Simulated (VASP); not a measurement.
Input of a VASP 6.6.1 run:

File INCAR:

```
  ALGO = Normal
  EDIFF = 1E-6
  ENCUT = 520
  GGA = PS
  ISIF = 2
  ISMEAR = 0
  LASPH = True
  LCHARG = True
  LELF = True
  LREAL = False
  LVHAR = True
  LWAVE = False
  NBANDS = 22
  NELM = 60
  PREC = Accurate
  SIGMA = 0.1
```

File KPOINTS:

```
k-points
0
Gamma
  24 24 12
```

POSCAR

```
Ti2O
1.0
    2.9366150312      0.0000000000      0.0000000000
   -1.4683075156      2.5431832181      0.0000000000
    0.0000000000      0.0000000000      4.8182083331
Ti O
2 1
Direct
    0.6666666683      0.3333333317      0.2646503656
    0.3333333317      0.6666666683      0.7353496344
    0.0000000000      0.0000000000      0.0000000000
```

Potentials or basis: VASP PAW PBE potentials, release 64 (Ti_sv, O).

Command:

```sh
$ cat potpaw_PBE.64/Ti_sv/POTCAR potpaw_PBE.64/O/POTCAR > POTCAR
$ mpirun -np 1 vasp_std > vasp.out
```

(1) What does it give for the band gap on the k mesh?

(2) What does it give for the largest force?

(3) Predict the pressure.

## Answers

(1) zero (bands 15 and 16 overlap by 0.87 eV).

(2) 0.045 eV/Å.

(3) -1.6 GPa.

Caveat: the cell differs from its parent crystal (uniaxial strain along c: +2.0 %, then relaxed in part); the PAW data sets were made with another functional, which shifts forces and pressure a little.
